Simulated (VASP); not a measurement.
# BeS in VASP: further runs

The runs below take BeS through single point, with HSE06.

All numbers are computed with VASP 6.6.1; they aren't measurements. Logs are shortened: lines on timing, memory, paths and dates and some standing lists are left out, and cuts for length are marked.

## (1) The cell of the first run

The structure is cubic, space group Fm-3m (No. 225). Conventional cell: a = 4.635 Å, b = 4.635 Å, c = 4.635 Å, α = 90.00°, β = 90.00°, γ = 90.00°. Within 3.1 Å of Be (site symmetry m-3m) lie 6 S at 2.32 Å. S (site symmetry m-3m) has 6 Be at 2.32 Å within 3.1 Å.

## (2) Single point, HSE06

POSCAR

```
BeS
1.0
    0.0000000000      2.3172971949      2.3172971949
    2.3172971949      0.0000000000      2.3172971949
    2.3172971949      2.3172971949      0.0000000000
Be S
1 1
Direct
    0.0000000000      0.0000000000      0.0000000000
    0.5000000000      0.5000000000      0.5000000000
```

INCAR.step1

```
ALGO = Normal
EDIFF = 1E-5
ENCUT = 520
GGA = PE
ISIF = 2
ISMEAR = 0
LASPH = True
LCHARG = False
LREAL = False
LWAVE = True
NBANDS = 11
NELM = 60
PREC = Accurate
SIGMA = 0.01
```

INCAR.step2

```
ALGO = Normal
EDIFF = 1E-7
ENCUT = 520
GGA = PE
HFSCREEN = 0.2079
ISIF = 2
ISMEAR = 0
ISTART = 1
LASPH = True
LCHARG = False
LHFCALC = True
LREAL = False
LWAVE = False
NBANDS = 11
NELM = 60
PREC = Accurate
PRECFOCK = Normal
SIGMA = 0.01
```

KPOINTS

```
k-points
0
Gamma
  6 6 6
```

Potentials or basis: VASP PAW PBE potentials, release 64 (Be, S).

On the command line:

```bash
$ cat potpaw_PBE.64/Be/POTCAR potpaw_PBE.64/S/POTCAR > POTCAR
$ cp INCAR.step1 INCAR
$ mpirun -np 1 vasp_std > vasp.out
$ cp INCAR.step2 INCAR
$ mpirun -np 1 vasp_std > vasp.out
```

OUTCAR:

```text
EDIFF = 1E-7
   ENCUT = 520
   GGA = PE
   HFSCREEN = 0.2079
   ISIF = 2
   ISMEAR = 0
   ISTART = 1
   LASPH = True
   LHFCALC = True
   LREAL = False
   NELM = 60
   PREC = Accurate
   PRECFOCK = Normal

 ion  position               nearest neighbor table
   1  0.000  0.000  0.000-   2 2.32   2 2.32   2 2.32   2 2.32   2 2.32   2 2.32
   2  0.500  0.500  0.500-   1 2.32   1 2.32   1 2.32   1 2.32   1 2.32   1 2.32

  LATTYP: Found a face centered cubic cell.
 ALAT       =     4.6345943898

  Lattice vectors:

 A1 = (   0.0000000000,   2.3172971949,   2.3172971949)
 A2 = (   2.3172971949,   0.0000000000,   2.3172971949)
 A3 = (   2.3172971949,   2.3172971949,   0.0000000000)

Analysis of symmetry for initial positions (statically):
=====================================================================
 Subroutine PRICEL returns:
 Original cell was already a primitive cell.

 Routine SETGRP: Setting up the symmetry group for a
 face centered cubic supercell.

 Subroutine GETGRP returns: Found 48 space group operations
 (whereof 48 operations were pure point group operations)
 out of a pool of 48 trial point group operations.

The static configuration has the point symmetry O_h .

Analysis of symmetry for dynamics (positions and initial velocities):
=====================================================================
 Subroutine PRICEL returns:
 Original cell was already a primitive cell.

 Routine SETGRP: Setting up the symmetry group for a
 face centered cubic supercell.

 Subroutine GETGRP returns: Found 48 space group operations
 (whereof 48 operations were pure point group operations)
 out of a pool of 48 trial point group operations.

The dynamic configuration has the point symmetry O_h .

 Subroutine INISYM returns: Found 48 space group operations
 (whereof 48 operations are pure point group operations),
 and found     1 'primitive' translations

----------------------------------------------------------------------------------------

                                     Primitive cell

  volume of cell :      24.8872

  direct lattice vectors                    reciprocal lattice vectors
     0.000000000  2.317297195  2.317297195    -0.215768612  0.215768612  0.215768612
     2.317297195  0.000000000  2.317297195     0.215768612 -0.215768612  0.215768612
     2.317297195  2.317297195  0.000000000     0.215768612  0.215768612 -0.215768612

  length of vectors
     3.277153121  3.277153121  3.277153121     0.373722199  0.373722199  0.373722199

  position of ions in fractional coordinates (direct lattice)
     0.000000000  0.000000000  0.000000000
     0.500000000  0.500000000  0.500000000

  ion indices of the primitive-cell ions
   primitive index   ion index
                 1           1
                 2           2

----------------------------------------------------------------------------------------

 KPOINTS: k-points

Automatic generation of k-mesh.
 Grid dimensions read from file:
 generate k-points for:    6    6    6

 Generating k-lattice:

  Cartesian coordinates                     Fractional coordinates (reciprocal lattice)
    -0.035961435  0.035961435  0.035961435     0.166666667  0.000000000  0.000000000
     0.035961435 -0.035961435  0.035961435     0.000000000  0.166666667  0.000000000
     0.035961435  0.035961435 -0.035961435     0.000000000  0.000000000  0.166666667

  Length of vectors
     0.062287033  0.062287033  0.062287033

  Shift w.r.t. Gamma in fractional coordinates (k-lattice)
     0.000000000  0.000000000  0.000000000

 Subroutine IBZKPT returns following result:
 ===========================================

 Found     16 irreducible k-points:

 Following reciprocal coordinates:
            Coordinates               Weight
  0.000000  0.000000  0.000000      1.000000
  0.166667  0.000000  0.000000      8.000000
  0.333333  0.000000  0.000000      8.000000
  0.500000  0.000000  0.000000      4.000000
  0.166667  0.166667  0.000000      6.000000
  0.333333  0.166667  0.000000     24.000000
[... 8 lines left out ...]
 -0.333333  0.333333  0.166667     24.000000
 -0.333333  0.500000  0.166667     12.000000
   k-points           NKPTS =     16   k-points in BZ     NKDIM =    216   number of bands    NBANDS=     11
   number of dos      NEDOS =    301   number of ions     NIONS =      2
   total plane-waves  NPLWV =  13824
   dimension x,y,z NGX =    24 NGY =   24 NGZ =   24
   dimension x,y,z NGXF=    48 NGYF=   48 NGZF=   48
   ions per type =               1   1
   NGX,Y,Z   is equivalent  to a cutoff of  12.17, 12.17, 12.17 a.u.
   NGXF,Y,Z  is equivalent  to a cutoff of  24.35, 24.35, 24.35 a.u.
 SYSTEM =  unknown system
   PREC   = accura    normal or accurate (medium, high low for compatibility)
   ISTART =      1    job   : 0-new  1-cont  2-samecut
   ICHARG =      0    charge: 1-file 2-atom 10-const
   ISPIN  =      1    spin polarized calculation?
   LNONCOLLINEAR =      F non collinear calculations
   LSORBIT =      F    spin-orbit coupling
   LASPH  =      T    aspherical Exc in radial PAW
   ENCUT  =  520.0 eV  38.22 Ry    6.18 a.u.   6.09  6.09  6.09*2*pi/ulx,y,z
   NELM   =     60;   NELMIN=  2; NELMDL=  0     # of ELM steps
   EDIFF  = 0.1E-06   stopping-criterion for ELM
   LREAL  =      F    real-space projection
   EDIFFG = 0.1E-05   stopping-criterion for IOM
   NSW    =      0    number of steps for IOM
   IBRION =     -1    ionic relax: 0-MD 1-quasi-New 2-CG
   NFREE  =      0    steps in history (QN), initial steepest desc. (CG)
   ISIF   =      2    stress and relaxation
   ISYM   =      3    0-nonsym 1-usesym 2-fastsym
   POTIM  = 0.5000    time-step for ionic-motion
   TEBEG  =    0.0;   TEEND  =   0.0 temperature during run
   PSTRESS=    0.0 pullay stress
   NELECT =       8.0000    total number of electrons
   NUPDOWN=      -1.0000    fix difference up-down
   EMIN   =  10.00;   EMAX   =-10.00  energy-range for DOS
   EFERMI =   0.00;   METHOD = LEGACY
   ISMEAR =     0;   SIGMA  =   0.01  broadening in eV -4-tet -1-fermi 0-gaus
   EFERMI_NEDOS =   21; number of points for ismear=-14 and -15
   IALGO  =     38    algorithm
   IMIX   =      1    mixing-type and parameters
     AMIX     =   0.40;   BMIX     =  1.00
     AMIX_MAG =   1.60;   BMIX_MAG =  1.00
  volume/ion in A,a.u.               =      12.44        83.97
  Fermi-wavevector in a.u.,A,eV,Ry     =   1.121450  2.119232 17.111356  1.257649
  Thomas-Fermi vector in A             =   2.258103
   LORBIT       =      0    0 simple, 1 ext, 2 COOP (PROOUT), +10 PAW based schemes
   GGA     = PE    functional components
   LHFCALC =     T    Hartree Fock is set to
   PRECFOCK=normal    Normal, Fast or Accurate (Low or Medium for compatibility)
   ENCUT4O =  -1.0   cutoff for four orbital integrals eV
   NKREDX  =     1    reduce k-point grid by
   NKREDY  =     1    reduce k-point grid by
   NKREDZ  =     1    reduce k-point grid by
   AEXX    =    0.2500 exact exchange contribution
   HFSCREEN=    0.2079 screening length (either q_TF or 0.3 A-1)
   HFSCREENC=   0.2079 screening length for correlation (either q_TF or 0.3 A-1)
   ENCUTFOCK=  -1.0 apply spherical cutoff to Coloumb kernel
   IVDW    =     0    specifies the selected vdW correction
   LEPSILON=     F    determine dielectric tensor
   LRPA    =     F    only Hartree local field effects (RPA)
 non-spin polarized calculation
 Gauss-broadening in eV      SIGMA  =   0.01
  energy-cutoff  :      520.00
  volume of cell :       24.89
 maximum number of plane-waves:       692
  NGX = 20; NGY = 20; NGZ = 20

 number of electron       7.9999998 magnetization

 Free energy of the ion-electron system (eV)
  ---------------------------------------------------
  ext. energy  EPLUGINS =         0.00000000
  ---------------------------------------------------
  free energy    TOTEN  =       -10.16805833 eV

  energy without entropy =      -10.16805833  energy(sigma->0) =      -10.16805833

 E-fermi :   6.1177     XC(G=0):  -8.7676

 val. band max:        6.0660753588   @ k =  -0.1667   0.1667   0.0000
 cond. band min:       7.8073568384   @ k =   0.5000   0.5000   0.0000
 fundamental gap:      1.7412814796
 Fermi energy:         6.1177100030

 k-point     1 :       0.0000    0.0000    0.0000
  band No.  band energies     occupation
      1     -10.5669      2.00000
      2       5.7482      2.00000
      3       5.7482      2.00000
      4       5.7482      2.00000
      5      12.5039      0.00000
      6      16.0143      0.00000
      7      16.0143      0.00000
      8      16.0143      0.00000
      9      17.1131      0.00000
     10      17.1131      0.00000
     11      17.1131      0.00000

 k-point     2 :       0.1667    0.0000    0.0000
  band No.  band energies     occupation
      1     -10.1231      2.00000
      2       3.4211      2.00000
      3       5.6439      2.00000
      4       5.6439      2.00000
      5      12.8573      0.00000
      6      14.3099      0.00000
      7      14.3099      0.00000
      8      16.0422      0.00000
      9      17.2833      0.00000
     10      17.2833      0.00000
     11      17.7693      0.00000

 k-point     3 :       0.3333    0.0000    0.0000
  band No.  band energies     occupation
      1      -8.9587      2.00000
      2      -0.1099      2.00000
      3       5.5289      2.00000
      4       5.5289      2.00000
      5      11.6961      0.00000
      6      11.9049      0.00000
      7      11.9049      0.00000
      8      17.5390      0.00000
      9      19.8081      0.00000
     10      20.2425      0.00000
     11      20.2425      0.00000

 k-point     4 :       0.5000    0.0000    0.0000
  band No.  band energies     occupation
      1      -8.0810      2.00000
      2      -1.8833      2.00000
      3       5.5192      2.00000
      4       5.5192      2.00000
      5      11.0063      0.00000
      6      11.0063      0.00000
      7      11.1964      0.00000
      8      17.6713      0.00000
      9      23.1768      0.00000
     10      23.1768      0.00000
     11      23.3476      0.00000

 k-point     5 :       0.1667    0.1667    0.0000
  band No.  band energies     occupation
      1      -9.9702      2.00000
      2       4.1583      2.00000
      3       4.7068      2.00000
      4       4.7068      2.00000
      5      12.1523      0.00000
      6      14.0803      0.00000
      7      14.5607      0.00000
      8      16.5919      0.00000
      9      16.5919      0.00000
     10      19.5420      0.00000
     11      19.5420      0.00000
[... 99 lines left out ...]
 k-point    13 :       0.5000    0.5000    0.0000
  band No.  band energies     occupation
      1      -6.9378      2.00000
      2      -1.3570      2.00000
      3       2.6070      2.00000
      4       2.6070      2.00000
      5       7.8074      0.00000
      6      11.2690      0.00000
      7      19.4541      0.00000
      8      19.4541      0.00000
      9      21.3834      0.00000
     10      22.9622      0.00000
     11      25.8627      0.00000

 k-point    14 :       0.5000    0.3333    0.1667
  band No.  band energies     occupation
      1      -7.9869      2.00000
      2       0.1843      2.00000
      3       1.8117      2.00000
      4       3.7531      2.00000
      5      10.5944      0.00000
      6      13.3884      0.00000
      7      14.5899      0.00000
      8      17.8444      0.00000
      9      18.9211      0.00000
     10      23.3097      0.00000
     11      23.3636      0.00000

 k-point    15 :      -0.3333    0.3333    0.1667
  band No.  band energies     occupation
      1      -7.2622      2.00000
      2      -0.7165      2.00000
      3       1.1878      2.00000
      4       3.0402      2.00000
      5      11.5981      0.00000
      6      12.1742      0.00000
      7      16.5234      0.00000
      8      17.6385      0.00000
      9      20.0309      0.00000
     10      20.3733      0.00000
     11      24.9605      0.00000

 k-point    16 :      -0.3333    0.5000    0.1667
  band No.  band energies     occupation
      1      -6.9093      2.00000
      2      -0.6687      2.00000
      3       1.1701      2.00000
      4       1.9729      2.00000
      5      10.1181      0.00000
      6      14.0233      0.00000
      7      15.0099      0.00000
      8      19.1208      0.00000
      9      20.1053      0.00000
     10      22.2934      0.00000
     11      25.9488      0.00000

------------------------ aborting loop because EDIFF is reached ----------------------------------------

  FORCE on cell =-STRESS in cart. coord.  units (eV):
  Direction    XX          YY          ZZ          XY          YZ          ZX
  --------------------------------------------------------------------------------------
  -------------------------------------------------------------------------------------
  Total       -0.3049086     -0.3049086     -0.3049086      0.0000000      0.0000000     -0.0000000
  in kB      -19.6293116    -19.6293116    -19.6293116      0.0000000      0.0000000     -0.0000000
  external PRESSURE =     -19.6293116 kB  Pullay stress =       0.0000000 kB

 VOLUME and BASIS-vectors are now :
 -----------------------------------------------------------------------------
  energy-cutoff  :      520.00
  volume of cell :       24.89
      direct lattice vectors                 reciprocal lattice vectors
     0.000000000  2.317297195  2.317297195    -0.215768612  0.215768612  0.215768612
     2.317297195  0.000000000  2.317297195     0.215768612 -0.215768612  0.215768612
     2.317297195  2.317297195  0.000000000     0.215768612  0.215768612 -0.215768612

 POSITION                                       TOTAL-FORCE (eV/Angst)
 -----------------------------------------------------------------------------------
      0.00000      0.00000      0.00000        -0.000000     -0.000000      0.000000
      2.31730      2.31730      2.31730         0.000000      0.000000     -0.000000
 -----------------------------------------------------------------------------------
    total drift:                               -0.000000     -0.000000     -0.000000

  FREE ENERGIE OF THE ION-ELECTRON SYSTEM (eV)
  ---------------------------------------------------
  free  energy   TOTEN  =       -10.1680583347 eV

  energy  without entropy=      -10.1680583347  energy(sigma->0) =      -10.16805833
```

Run time: 14 min. Hardware: 1 thread of Intel Xeon Platinum 8124M at 3.00GHz (Skylake/Cascade Lake), shared host; peak memory 0.24 GiB.

What came out:

```yaml
Free_energy: -10.1681 eV
Pressure: -2.0 GPa
Band_gap_on_the_k_mesh: 1.74 eV, indirect (least direct gap 5.20 eV)
```

Caveat: the PAW data sets were made with another functional, which shifts forces and pressure a little. A k mesh can miss the band edges.

## (3) Single point, HSE06 (uniaxial z strain -3.0%)

POSCAR

```
BeS
1.0
    0.0000000000      2.3172971949      2.2477782791
    2.3172971949      0.0000000000      2.2477782791
    2.3172971949      2.3172971949      0.0000000000
Be S
1 1
Direct
    0.0000000000      0.0000000000      0.0000000000
    0.5000000000      0.5000000000      0.5000000000
```

INCAR.step1

```
  ALGO = Normal
  EDIFF = 1E-5
  ENCUT = 520
  GGA = PE
  ISIF = 2
  ISMEAR = 0
  LASPH = T
  LCHARG = F
  LREAL = F
  LWAVE = T
  NBANDS = 11
  NELM = 100
  PREC = Accurate
  SIGMA = 0.01
```

INCAR.step2

```
  ALGO = Normal
  EDIFF = 1E-6
  ENCUT = 520
  GGA = PE
  HFSCREEN = 0.2079
  ISIF = 2
  ISMEAR = 0
  ISTART = 1
  LASPH = T
  LCHARG = F
  LHFCALC = T
  LREAL = F
  LWAVE = F
  NBANDS = 11
  NELM = 100
  PREC = Accurate
  PRECFOCK = Normal
  SIGMA = 0.01
```

KPOINTS is that of step 2.

Potentials or basis: VASP PAW PBE potentials, release 64 (Be, S).

On the command line:

```bash
$ cat potpaw_PBE.64/Be/POTCAR potpaw_PBE.64/S/POTCAR > POTCAR
$ cp INCAR.step1 INCAR
$ mpirun -np 1 vasp_std > vasp.out
$ cp INCAR.step2 INCAR
$ mpirun -np 1 vasp_std > vasp.out
```

Wall time 19 min (1 thread of Intel Xeon Platinum 8124M at 3.00GHz (Skylake/Cascade Lake), shared host); peak memory 0.25 GiB.

Results (log left out):

| Property | Result |
| --- | --- |
| Free energy | -10.1634 eV |
| Pressure | 1.7 GPa |
| Band gap on the k mesh | 1.54 eV, indirect (least direct gap 5.16 eV) |

Stress tensor (GPa, compression positive):
```
0.49 0.00 0.00
0.00 0.49 0.00
0.00 0.00 4.19
```

Levels at points of the mesh, in eV from the valence-band top:
```csv
k point,band 1,band 2,band 3,band 4,band 5,band 6,band 7,band 8
"(0.00, 0.00, 0.00)",-16.92,-0.62,-0.19,-0.19,6.82,9.79,9.79,10.18
"(0.50, 0.00, 0.00)",-14.33,-8.20,-0.68,-0.48,4.76,4.81,5.40,11.92
"(0.50, 0.50, 0.00)",-12.92,-7.68,-3.74,-3.74,1.54,4.96,13.54,13.54
"(0.50, 0.00, 0.50)",-13.20,-7.71,-3.79,-3.27,1.89,5.13,13.14,14.40
```

Caveat: the cell differs from its parent crystal (uniaxial z strain -3.0%); the PAW data sets were made with another functional, which shifts forces and pressure a little.

## (4) Single point, HSE06 (strain along [111] -0.5%)

POSCAR

```
BeS
1.0
   -0.0077243240      2.3095728709      2.3095728709
    2.3095728709     -0.0077243240      2.3095728709
    2.3095728709      2.3095728709     -0.0077243240
Be S
1 1
Direct
    0.0000000000      0.0000000000      0.0000000000
    0.5000000000      0.5000000000      0.5000000000
```

INCAR.step1

```
SYSTEM = BeS
PREC = Accurate
ENCUT = 520
EDIFF = 1E-5
ISMEAR = 0
SIGMA = 0.01
LREAL = .FALSE.
LASPH = .TRUE.
NELM = 60
ALGO = Normal
ISIF = 2
LWAVE = .TRUE.
GGA = PE
NBANDS = 11
```

INCAR.step2

```
SYSTEM = BeS
PREC = Accurate
ENCUT = 520
EDIFF = 1E-6
ISMEAR = 0
SIGMA = 0.01
LREAL = .FALSE.
LASPH = .TRUE.
NELM = 60
ALGO = Normal
ISIF = 2
LWAVE = .FALSE.
LCHARG = .TRUE.
GGA = PE
LHFCALC = .TRUE.
HFSCREEN = 0.2079
PRECFOCK = Normal
LELF = .TRUE.
LVHAR = .TRUE.
ISTART = 1
NBANDS = 11
```

KPOINTS

```
Automatic mesh
0
G
  6 6 6
  0 0 0
```

On the command line:

```bash
$ cat potpaw_PBE.64/Be/POTCAR potpaw_PBE.64/S/POTCAR > POTCAR
$ cp INCAR.step1 INCAR
$ mpirun -np 1 vasp_std > vasp.out
$ cp INCAR.step2 INCAR
$ mpirun -np 1 vasp_std > vasp.out
```

Run time: 22 min. Hardware: 1 thread of Intel Xeon Platinum 8124M at 3.00GHz (Skylake/Cascade Lake), shared host; peak memory 0.24 GiB.

The run converged. Its results:

* Free energy: -10.1690 eV
* Pressure: -1.4 GPa
* Band gap on the k mesh: 1.73 eV, indirect (least direct gap 5.19 eV)

Stress tensor (GPa, compression positive):
```
-1.42  0.40  0.40
 0.40 -1.42  0.40
 0.40  0.40 -1.42
```

Levels at points of the mesh, in eV from the valence-band top:
| k point | band 1 | band 2 | band 3 | band 4 | band 5 | band 6 | band 7 | band 8 |
| --- | --- | --- | --- | --- | --- | --- | --- | --- |
| (0.00, 0.00, 0.00) | -16.70 | -0.36 | -0.36 | -0.29 | 6.48 | 9.89 | 9.89 | 10.00 |
| (0.50, 0.00, 0.00) | -14.20 | -8.02 | -0.57 | -0.54 | 4.90 | 4.95 | 5.15 | 11.65 |
| (0.50, 0.50, 0.00) | -13.04 | -7.49 | -3.53 | -3.47 | 1.73 | 5.16 | 13.41 | 13.43 |
| (0.50, 0.50, 0.50) | -14.17 | -7.99 | -0.60 | -0.60 | 4.87 | 4.87 | 5.07 | 11.59 |

Caveat: the cell differs from its parent crystal (strain along [111] -0.5%); the PAW data sets were made with another functional, which shifts forces and pressure a little. A k mesh can miss the band edges.

## (5) Summary

```csv
cell,gap on the mesh (eV),pressure (GPa)
"a = 3.277 Å, angles 60.0°, 2 atoms",1.74,-2.0
"a = 3.228, b = 3.228, c = 3.277 Å, angles 59.5, 59.5, 61.0°, 2 atoms",1.54,1.7
"a = 3.266 Å, angles 60.2°, 2 atoms",1.73,-1.4
```

Alike in all rows: task single point; level HSE06; potentials or basis VASP PAW PBE potentials, release 64 (Be, S); no spin polarisation; k mesh 6 × 6 × 6; cutoff (eV) 520; smearing gaussian 0.01 eV.

Caveats: the PAW data sets were made with another functional, which shifts forces and pressure a little.

Absolute energies hang on the potentials; compare differences alone.
